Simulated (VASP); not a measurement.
Here is a VASP 6.6.1 calculation.

The input INCAR:

```
  PREC = Accurate
  ENCUT = 520
  EDIFF = 1E-8
  ISMEAR = -1
  SIGMA = 0.05
  LREAL = False
  LASPH = True
  NELM = 100
  ALGO = Normal
  ISIF = 2
  LWAVE = False
  LCHARG = False
  GGA = PE
  LEFG = True
  NBANDS = 12
```

The input KPOINTS:

```
Automatic mesh
0
Gamma
  13 13 13
```

File POSCAR:

```
Tl
1.0
   -1.9410000000      1.9410000000      1.9410000000
    1.9410000000     -1.9410000000      1.9410000000
    1.9410000000      1.9410000000     -1.9410000000
Tl
1
Direct
    0.0000000000      0.0000000000      0.0000000000
```

Potentials or basis: VASP PAW PBE potentials, release 64 (Tl_d).

Launch:

```console
$ cat potpaw_PBE.64/Tl_d/POTCAR > POTCAR
$ mpirun -np 1 vasp_std > vasp.out
```

(1) Estimate the band gap on the k mesh.

(2) What does it give for the pressure?

## Answers

(1) zero (an odd number of electrons rules out a gap without spin polarisation).

(2) 2.2 GPa.

Caveat: spin-orbit coupling is left out, which moves the levels of the heavy elements.
